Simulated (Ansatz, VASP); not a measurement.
# HgS in VASP and in Ansatz

The input INCAR:

```
SYSTEM = HgS
  PREC = Accurate
  ENCUT = 520
  EDIFF = 1E-6
  ISMEAR = 0
  SIGMA = 0.01
  LREAL = .False.
  LASPH = .True.
  NELM = 150
  ALGO = Normal
  ISIF = 2
  LWAVE = .False.
  LCHARG = .False.
  MAGMOM = 0 0 0 0 0 0 0 0 0 0 0 0
  LORBIT = 11
  LSORBIT = .True.
  GGA_COMPAT = .False.
  LORBMOM = .True.
  GGA = PE
  NBANDS = 50
```

KPOINTS

```
Automatic mesh
0
Gamma
  1 1 1
  0 0 0
```

File POSCAR:

```
HgS
1.0
   11.3000000000      0.0000000000      0.0000000000
    0.0000000000      9.0000000000      0.0000000000
    0.0000000000      0.0000000000     13.7600000000
Hg S
2 2
Direct
    0.4999743400      0.5000000000      0.6730298000
    0.4999743400      0.5000000000      0.3270348800
    0.6017185800      0.5000000000      0.5000319800
    0.3982300900      0.5000000000      0.5000319800
```

Input for Ansatz:

```yaml
crystal:
  lattice:
    - [11.3, 0.0, 0.0]
    - [0.0, 9.0, 0.0]
    - [0.0, 0.0, 13.76]
  atoms:
    - { symbol: Hg, position: [0.49997434, 0.5, 0.6730298] }
    - { symbol: Hg, position: [0.49997434, 0.5, 0.32703488] }
    - { symbol: S, position: [0.60171858, 0.5, 0.50003198] }
    - { symbol: S, position: [0.39823009, 0.5, 0.50003198] }
basis:
  ecutwfc: 420
  ecutrho_ratio: 4
kpoints:
  mp_grid: { grid: [1, 1, 1] }
hamiltonian:
  xc: pbe
scf:
  occupations: { method: gaussian, width: 0.01 }
output:
  forces: true
  eigenvalues: true
  populations: true
  write_density: true
  write_potential: true
  elf: true
  volumetric_format: npy
magnetization:
  noncollinear: true
  spin_orbit: true
```

Alike in both runs: task single point; functional PBE; k mesh 1 × 1 × 1; occupations gaussian, width 0.01 eV; non-collinear spin, spin-orbit coupling.

|  | VASP | Ansatz |
| --- | --- | --- |
| version | VASP 6.6.1 | Ansatz 0.2.0 |
| potentials or method | VASP PAW PBE potentials, release 64 (Hg, S), cutoff 520 eV | plane waves, PAW |
| valence electrons in the cell | 36 | 52 |

```csv
,VASP,Ansatz,Ansatz less VASP
rms of the force components (eV/Å),0.208,0.216,+0.0074
```

Atom by atom the forces differ by 0.027 eV/Å (rms over components). VASP's potentials hold 36 valence electrons a cell and Ansatz's 52, so a difference there can come from the potentials and not from the codes. Ansatz's warnings: structure snapped to symmetry, xc potential rough in thin density.
